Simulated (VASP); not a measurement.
# GaN in VASP: single point with PBE

Aim: the single point of GaN with PBE.

Program: VASP 6.6.1. These are calculated values, not measurements. Logs are shortened: lines on timing, memory, paths and dates and some standing lists are left out, and cuts for length are marked.

## (1) The cell of the first run

The cell holds a slab with vacuum, 32 atoms: a = 6.437 Å, b = 6.437 Å, c = 24.511 Å, α = 90.00°, β = 90.00°, γ = 120.00°.

## (2) Single point, PBE

The input, INCAR:

```
SYSTEM = GaN
ALGO = Fast
DIPOL = 0.5 0.5 0.501
EDIFF = 1E-6
ENCUT = 520
GGA = PE
IDIPOL = 3
ISIF = 2
ISMEAR = 0
LASPH = .TRUE.
LCHARG = .TRUE.
LDIPOL = .TRUE.
LELF = .TRUE.
LREAL = Auto
LVACPOTAV = .TRUE.
LVHAR = .TRUE.
LWAVE = .FALSE.
NBANDS = 166
NELM = 100
PREC = Accurate
SIGMA = 0.05
```

The input, KPOINTS:

```
k-points
0
G
  3 3 1
  0 0 0
```

The input, POSCAR:

```
GaN
1.0
    6.4368578516      0.0000000000      0.0000000000
   -3.2184289258      5.5744824200      0.0000000000
    0.0000000000      0.0000000000     24.5108192675
N Ga
16 16
Direct
    0.1666666667      0.3333333333      0.3263864791
    0.1666666667      0.8333333333      0.3263864791
    0.6666666667      0.3333333333      0.3263864791
    0.6666666667      0.8333333333      0.3263864791
    0.3333333333      0.1666666667      0.4333398693
    0.3333333333      0.6666666667      0.4333398693
    0.8333333333      0.1666666667      0.4333398693
    0.8333333333      0.6666666667      0.4333398693
    0.1666666667      0.3333333333      0.5430539488
    0.1666666667      0.8333333333      0.5430539488
    0.6666666667      0.3333333333      0.5430539488
    0.6666666667      0.8333333333      0.5430539488
    0.3333333333      0.1666666667      0.6507509063
    0.3333333333      0.6666666667      0.6507509063
    0.8333333333      0.1666666667      0.6507509063
    0.8333333333      0.6666666667      0.6507509063
    0.3333333333      0.1666666667      0.3527533504
    0.3333333333      0.6666666667      0.3527533504
    0.8333333333      0.1666666667      0.3527533504
    0.8333333333      0.6666666667      0.3527533504
    0.1666666667      0.3333333333      0.4597067405
    0.1666666667      0.8333333333      0.4597067405
    0.6666666667      0.3333333333      0.4597067405
    0.6666666667      0.8333333333      0.4597067405
    0.3333333333      0.1666666667      0.5657120975
    0.3333333333      0.6666666667      0.5657120975
    0.8333333333      0.1666666667      0.5657120975
    0.8333333333      0.6666666667      0.5657120975
    0.1666666667      0.3333333333      0.6739038149
    0.1666666667      0.8333333333      0.6739038149
    0.6666666667      0.3333333333      0.6739038149
    0.6666666667      0.8333333333      0.6739038149
```

Potentials or basis: VASP PAW PBE potentials, release 64 (N, Ga_d).

On the command line:

```bash
$ cat potpaw_PBE.64/N/POTCAR potpaw_PBE.64/Ga_d/POTCAR > POTCAR
$ mpirun -np 1 vasp_std > vasp.out
```

OUTCAR:

```text
SYSTEM = GaN
   EDIFF = 1E-6
   ENCUT = 520
   GGA = PE
   ISIF = 2
   ISMEAR = 0
   LASPH = .TRUE.
   LREAL = Auto
   NELM = 100
   PREC = Accurate

 ion  position               nearest neighbor table
   1  0.167  0.333  0.326-  17 1.97  18 1.97  19 1.97
   2  0.167  0.833  0.326-  18 1.97  17 1.97  20 1.97
   3  0.667  0.333  0.326-  19 1.97  20 1.97  17 1.97
   4  0.667  0.833  0.326-  20 1.97  19 1.97  18 1.97
   5  0.333  0.167  0.433-  21 1.97  22 1.97  23 1.97  17 1.98
   6  0.333  0.667  0.433-  22 1.97  21 1.97  24 1.97  18 1.98
   7  0.833  0.167  0.433-  23 1.97  24 1.97  21 1.97  19 1.98
   8  0.833  0.667  0.433-  24 1.97  23 1.97  22 1.97  20 1.98
   9  0.167  0.333  0.543-  25 1.94  26 1.94  27 1.94  21 2.04
  10  0.167  0.833  0.543-  26 1.94  25 1.94  28 1.94  22 2.04
[... 16 lines left out ...]
  27  0.833  0.167  0.566-  11 1.94  12 1.94   9 1.94  15 2.08
  28  0.833  0.667  0.566-  12 1.94  11 1.94  10 1.94  16 2.08
  29  0.167  0.333  0.674-  13 1.94  14 1.94  15 1.94
  30  0.167  0.833  0.674-  14 1.94  13 1.94  16 1.94
  31  0.667  0.333  0.674-  15 1.94  16 1.94  13 1.94
  32  0.667  0.833  0.674-  16 1.94  15 1.94  14 1.94

  LATTYP: Found a hexagonal cell.
 ALAT       =     6.4368578516
 C/A-ratio  =     3.8078857468

  Lattice vectors:

 A1 = (   6.4368578516,   0.0000000000,   0.0000000000)
 A2 = (  -3.2184289258,   5.5744824200,   0.0000000000)
 A3 = (   0.0000000000,   0.0000000000,  24.5108192675)

Analysis of symmetry for initial positions (statically):
=====================================================================
 Subroutine PRICEL returns following result:

  LATTYP: Found a hexagonal cell.
 ALAT       =     3.2184289258
 C/A-ratio  =     7.6157714937

  Lattice vectors:

 A1 = (   3.2184289258,   0.0000000000,   0.0000000000)
 A2 = (  -1.6092144629,   2.7872412100,   0.0000000000)
 A3 = (   0.0000000000,   0.0000000000,  24.5108192675)

   4 primitive cells build up your supercell.

 Routine SETGRP: Setting up the symmetry group for a
 hexagonal supercell.

 Subroutine GETGRP returns: Found  6 space group operations
 (whereof  6 operations were pure point group operations)
 out of a pool of 24 trial point group operations.

The static configuration has the point symmetry C_3v.

Analysis of symmetry for dynamics (positions and initial velocities):
=====================================================================
 Subroutine PRICEL returns following result:

  LATTYP: Found a hexagonal cell.
 ALAT       =     3.2184289258
 C/A-ratio  =     7.6157714937

  Lattice vectors:

 A1 = (   3.2184289258,   0.0000000000,   0.0000000000)
 A2 = (  -1.6092144629,   2.7872412100,   0.0000000000)
 A3 = (   0.0000000000,   0.0000000000,  24.5108192675)

   4 primitive cells build up your supercell.

 Routine SETGRP: Setting up the symmetry group for a
 hexagonal supercell.

 Subroutine GETGRP returns: Found  6 space group operations
 (whereof  6 operations were pure point group operations)
 out of a pool of 24 trial point group operations.

The dynamic configuration has the point symmetry C_3v.

 Subroutine INISYM returns: Found  6 space group operations
 (whereof  6 operations are pure point group operations),
 and found     4 'primitive' translations

----------------------------------------------------------------------------------------

                                     Primitive cell

  volume of cell :     219.8752

  direct lattice vectors                    reciprocal lattice vectors
     3.218428926  0.000000000  0.000000000     0.310710605  0.179388852  0.000000000
    -1.609214463  2.787241210  0.000000000     0.000000000  0.358777703  0.000000000
     0.000000000  0.000000000 24.510819268     0.000000000  0.000000000  0.040798310

  length of vectors
     3.218428926  3.218428926 24.510819268     0.358777703  0.358777703  0.040798310

  position of ions in fractional coordinates (direct lattice)
     0.333333333  0.666666667  0.326386479
     0.666666667  0.333333333  0.433339869
     0.333333333  0.666666667  0.543053949
     0.666666667  0.333333333  0.650750906
     0.666666667  0.333333333  0.352753350
     0.333333333  0.666666667  0.459706741
     0.666666667  0.333333333  0.565712097
     0.333333333  0.666666667  0.673903815

  ion indices of the primitive-cell ions
   primitive index   ion index
                 1           1
                 2           5
                 3           9
                 4          13
                 5          17
                 6          21
                 7          25
                 8          29

----------------------------------------------------------------------------------------

 KPOINTS: k-points

Automatic generation of k-mesh.
 Grid dimensions read from file:
 generate k-points for:    3    3    1

 Generating k-lattice:

  Cartesian coordinates                     Fractional coordinates (reciprocal lattice)
     0.051785101  0.029898142  0.000000000     0.333333333 -0.000000000  0.000000000
     0.000000000  0.059796284  0.000000000     0.000000000  0.333333333  0.000000000
     0.000000000  0.000000000  0.040798310     0.000000000  0.000000000  1.000000000

  Length of vectors
     0.059796284  0.059796284  0.040798310

  Shift w.r.t. Gamma in fractional coordinates (k-lattice)
     0.000000000  0.000000000  0.000000000

 Subroutine IBZKPT returns following result:
 ===========================================

 Found      3 irreducible k-points:

 Following reciprocal coordinates:
            Coordinates               Weight
  0.000000  0.000000  0.000000      1.000000
  0.333333 -0.000000  0.000000      6.000000
  0.333333  0.333333  0.000000      2.000000
   k-points           NKPTS =      3   k-points in BZ     NKDIM =      3   number of bands    NBANDS=    166
   number of dos      NEDOS =    301   number of ions     NIONS =     32
   total plane-waves  NPLWV = 442368
   dimension x,y,z NGX =    48 NGY =   48 NGZ =  192
   dimension x,y,z NGXF=    96 NGYF=   96 NGZF=  384
   ions per type =              16  16
   NGX,Y,Z   is equivalent  to a cutoff of  12.40, 12.40, 13.02 a.u.
   NGXF,Y,Z  is equivalent  to a cutoff of  24.79, 24.79, 26.05 a.u.
 SYSTEM =  GaN
   PREC   = accura    normal or accurate (medium, high low for compatibility)
   ISTART =      0    job   : 0-new  1-cont  2-samecut
   ICHARG =      2    charge: 1-file 2-atom 10-const
   ISPIN  =      1    spin polarized calculation?
   LNONCOLLINEAR =      F non collinear calculations
   LSORBIT =      F    spin-orbit coupling
   LASPH  =      T    aspherical Exc in radial PAW
   ENCUT  =  520.0 eV  38.22 Ry    6.18 a.u.  11.97 11.97 45.57*2*pi/ulx,y,z
   NELM   =    100;   NELMIN=  2; NELMDL= -5     # of ELM steps
   EDIFF  = 0.1E-05   stopping-criterion for ELM
   LREAL  =      T    real-space projection
   EDIFFG = 0.1E-04   stopping-criterion for IOM
   NSW    =      0    number of steps for IOM
   IBRION =     -1    ionic relax: 0-MD 1-quasi-New 2-CG
   NFREE  =      0    steps in history (QN), initial steepest desc. (CG)
   ISIF   =      2    stress and relaxation
   ISYM   =      2    0-nonsym 1-usesym 2-fastsym
   POTIM  = 0.5000    time-step for ionic-motion
   TEBEG  =    0.0;   TEEND  =   0.0 temperature during run
   PSTRESS=    0.0 pullay stress
   NELECT =     288.0000    total number of electrons
   NUPDOWN=      -1.0000    fix difference up-down
   EMIN   =  10.00;   EMAX   =-10.00  energy-range for DOS
   EFERMI =   0.00;   METHOD = LEGACY
   ISMEAR =     0;   SIGMA  =   0.05  broadening in eV -4-tet -1-fermi 0-gaus
   EFERMI_NEDOS =   21; number of points for ismear=-14 and -15
   IALGO  =     68    algorithm
   IMIX   =      4    mixing-type and parameters
     AMIX     =   0.40;   BMIX     =  1.00
     AMIX_MAG =   1.60;   BMIX_MAG =  1.00
  volume/ion in A,a.u.               =      27.48       185.47
  Fermi-wavevector in a.u.,A,eV,Ry     =   1.128393  2.132353 17.323888  1.273270
  Thomas-Fermi vector in A             =   2.265082
   LORBIT       =      0    0 simple, 1 ext, 2 COOP (PROOUT), +10 PAW based schemes
   GGA     = PE    functional components
   LHFCALC =     F    Hartree Fock is set to
   AEXX    =    0.0000 exact exchange contribution
   IVDW    =     0    specifies the selected vdW correction
   LEPSILON=     F    determine dielectric tensor
   LRPA    =     F    only Hartree local field effects (RPA)
 non-spin polarized calculation
 RMM-DIIS sequential band-by-band and
 Gauss-broadening in eV      SIGMA  =   0.05
  energy-cutoff  :      520.00
  volume of cell :      879.50
 maximum number of plane-waves:     23730
 NGX is ok and might be reduce to    48
   NGX = 23   NGY = 23   NGZ = 91

 dipolmoment           0.000000      0.000000      0.324564 electrons x Angstroem

 number of electron     287.9999808 magnetization

 dipolmoment           0.000000      0.000000     -0.768175 electrons x Angstroem

 Free energy of the ion-electron system (eV)
  ---------------------------------------------------
  ext. energy  EPLUGINS =         0.00000000
  ---------------------------------------------------
  free energy    TOTEN  =      -181.31884249 eV

  energy without entropy =     -181.24876401  energy(sigma->0) =     -181.28380325

 E-fermi :  -0.6136     XC(G=0):  -5.6592

 val. band max:       -0.6176781666   @ k =   0.3333  -0.0000   0.0000
 cond. band min:      -0.5934557363   @ k =   0.3333   0.3333   0.0000
 fundamental gap:      0.0242224303
 Fermi energy:        -0.6135725364

 k-point     1 :       0.0000    0.0000    0.0000
  band No.  band energies     occupation
      1     -18.2458      2.00000
      2     -17.7715      2.00000
      3     -17.7715      2.00000
      4     -17.7715      2.00000
      5     -17.6582      2.00000
      6     -17.2187      2.00000
[... 148 lines left out ...]
    155       2.6170      0.00000
    156       2.6170      0.00000

 k-point     2 :       0.3333   -0.0000    0.0000
  band No.  band energies     occupation
      1     -18.0774      2.00000
      2     -17.8386      2.00000
      3     -17.7636      2.00000
      4     -17.7636      2.00000
      5     -17.5175      2.00000
      6     -17.2927      2.00000
[... 148 lines left out ...]
    155       3.2898      0.00000
    156       3.5702      0.00000

 k-point     3 :       0.3333    0.3333    0.0000
  band No.  band energies     occupation
      1     -17.8828      2.00000
      2     -17.8828      2.00000
      3     -17.8828      2.00000
      4     -17.7313      2.00000
      5     -17.3383      2.00000
      6     -17.3383      2.00000
[... 148 lines left out ...]
    155       3.8684      0.00000
    156       3.9280      0.00000
 [bands above 156 left out]

------------------------ aborting loop because EDIFF is reached ----------------------------------------

  FORCE on cell =-STRESS in cart. coord.  units (eV):
  Direction    XX          YY          ZZ          XY          YZ          ZX
  --------------------------------------------------------------------------------------
  -------------------------------------------------------------------------------------
  Total       -0.9931505     -0.9931505      0.8893676     -0.0000000      0.0000000     -0.0000000
  in kB       -1.8092116     -1.8092116      1.6201513     -0.0000000      0.0000000     -0.0000000
  external PRESSURE =      -0.6660906 kB  Pullay stress =       0.0000000 kB

 VOLUME and BASIS-vectors are now :
 -----------------------------------------------------------------------------
  energy-cutoff  :      520.00
  volume of cell :      879.50
      direct lattice vectors                 reciprocal lattice vectors
     6.436857852  0.000000000  0.000000000     0.155355303  0.089694426  0.000000000
    -3.218428926  5.574482420  0.000000000     0.000000000  0.179388852  0.000000000
     0.000000000  0.000000000 24.510819268     0.000000000  0.000000000  0.040798310

 POSITION                                       TOTAL-FORCE (eV/Angst)
 -----------------------------------------------------------------------------------
      0.00000      1.85816      8.00000        -0.000000     -0.000000      1.411831
     -1.60921      4.64540      8.00000         0.000000     -0.000000      1.411831
      3.21843      1.85816      8.00000         0.000000     -0.000000      1.411831
      1.60921      4.64540      8.00000        -0.000000     -0.000000      1.411831
      1.60921      0.92908     10.62152         0.000000     -0.000000      1.617930
     -0.00000      3.71632     10.62152         0.000000      0.000000      1.617930
[... 24 lines left out ...]
      3.21843      1.85816     16.51793         0.000000     -0.000000      0.023589
      1.60921      4.64540     16.51793         0.000000     -0.000000      0.023589
 -----------------------------------------------------------------------------------
    total drift:                               -0.000003     -0.000008      0.018521

  FREE ENERGIE OF THE ION-ELECTRON SYSTEM (eV)
  ---------------------------------------------------
  free  energy   TOTEN  =      -181.3188424916 eV

  energy  without entropy=     -181.2487640099  energy(sigma->0) =     -181.28380325

 vacuum level on the upper side and lower side of the slab         3.143         7.018
```

It took 29 min on 1 thread of Oxide Virtual Turin-like, shared host; peak memory 1 GiB.

Results:

```yaml
Free_energy: -181.3188 eV
Largest_force: 2.196 eV/Å
Band_gap_on_the_k_mesh: zero (bands 144 and 145 overlap by 0.28 eV)
```

Forces on the atoms (eV/Å):
```
N    0.000  0.000  1.412
N    0.000  0.000  1.412
N    0.000  0.000  1.412
N    0.000  0.000  1.412
N    0.000  0.000  1.618
N    0.000  0.000  1.618
N    0.000  0.000  1.618
N    0.000  0.000  1.618
N    0.000  0.000  0.012
N    0.000  0.000  0.012
N    0.000  0.000  0.012
N    0.000  0.000  0.012
N    0.000  0.000 -0.008
N    0.000  0.000 -0.008
N    0.000  0.000 -0.008
N    0.000  0.000 -0.008
Ga   0.000  0.000 -2.196
Ga   0.000  0.000 -2.196
Ga   0.000  0.000 -2.196
Ga   0.000  0.000 -2.196
Ga   0.000  0.000 -0.891
Ga   0.000  0.000 -0.891
Ga   0.000  0.000 -0.891
Ga   0.000  0.000 -0.891
Ga   0.000  0.000  0.030
Ga   0.000  0.000  0.030
Ga   0.000  0.000  0.030
Ga   0.000  0.000  0.030
Ga   0.000  0.000  0.024
Ga   0.000  0.000  0.024
Ga   0.000  0.000  0.024
Ga   0.000  0.000  0.024
```

Levels at points of the mesh, in eV from the Fermi level:
```
           k point  band 140  band 141  band 142  band 143  band 144  band 145  band 146  band 147
(0.00, 0.00, 0.00)     -0.24     -0.13     -0.13     -0.13      0.28      0.28      0.28      0.35
```

Caveat: the k points lie up to 0.38 Å⁻¹ apart.

The gap in the log of VASP goes by the Fermi energy; the results here count the filled bands.